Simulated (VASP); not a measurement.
Runs of VASP 6.6.1 on TiC. The structure is that of space group Fm-3m (No. 225), or close to it. The cells are those of the table. 

```csv
task,cell,gap on the mesh (eV),pressure (GPa)
single point,"a = 3.107, b = 3.107, c = 3.060 Å, angles 60.5, 60.5, 59.0°, 2 atoms",none,(a)
relaxation of the atoms,"atoms relaxed from a = 3.060 Å, angles 60.0°, 2 atoms",none,1.1
relaxation of the atoms,"atoms relaxed from a = 2.998 Å, angles 60.0°, 2 atoms",none,18.8
single point,"a = 3.091, b = 3.091, c = 3.060 Å, angles 60.3, 60.3, 59.3°, 2 atoms",none,-3.6
single point,"a = 3.076, b = 3.076, c = 3.060 Å, angles 60.2, 60.2, 59.7°, 2 atoms",none,-1.4
```

Alike in all rows: level PBE; potentials or basis VASP PAW PBE potentials, release 64 (Ti_sv, C); no spin polarisation; k mesh 18 × 18 × 18; cutoff (eV) 520; smearing fermi-dirac 0.05 eV.

Question: Fill in the values left out.

Answer: (a) -5.6.

Caveats: the cell stands under tension (at least some runs); the relaxation stopped at its first step, so nothing moved (at least some runs).

A gap of «none» marks levels without a gap at the run's occupations.
